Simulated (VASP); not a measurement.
Input of a VASP 6.6.1 run:

The input INCAR:

```
SYSTEM = AgO
PREC = Accurate
ENCUT = 600
EDIFF = 1E-6
ISMEAR = -1
SIGMA = 0.15
LREAL = .FALSE.
LASPH = .TRUE.
NELM = 80
ALGO = Normal
ISIF = 3
LWAVE = .FALSE.
LCHARG = .FALSE.
GGA = PS
IBRION = 2
NSW = 80
EDIFFG = -0.001
```

KPOINTS

```
Automatic mesh
0
G
  14 14 14
  0 0 0
```

The input POSCAR:

```
AgO
1.0
    0.0000000000      2.4746679600      2.4746679600
    2.4746679600      0.0000000000      2.4746679600
    2.4746679600      2.4746679600      0.0000000000
Ag O
1 1
Direct
    0.0000000000      0.0000000000      0.0000000000
    0.7500000000      0.7500000000      0.7500000000
```

Potentials or basis: VASP PAW PBE potentials, release 64 (Ag, O).

Run with:

```bash
$ cat potpaw_PBE.64/Ag/POTCAR potpaw_PBE.64/O/POTCAR > POTCAR
$ mpirun -np 1 vasp_std > vasp.out
```

(1) What does it give for the band gap on the k mesh?

(2) Predict the relaxed volume.

(3) Predict the space group after relaxing (to 0.1 Å).

Results:

(1) zero (an odd number of electrons rules out a gap without spin polarisation).

(2) 15.18 Å³/atom.

(3) F-43m (No. 216).

Caveat: the PAW data sets were made with another functional, which shifts forces and pressure a little; an odd number of electrons without spin polarisation forces a metal; a magnetic or distorted state may lie lower.
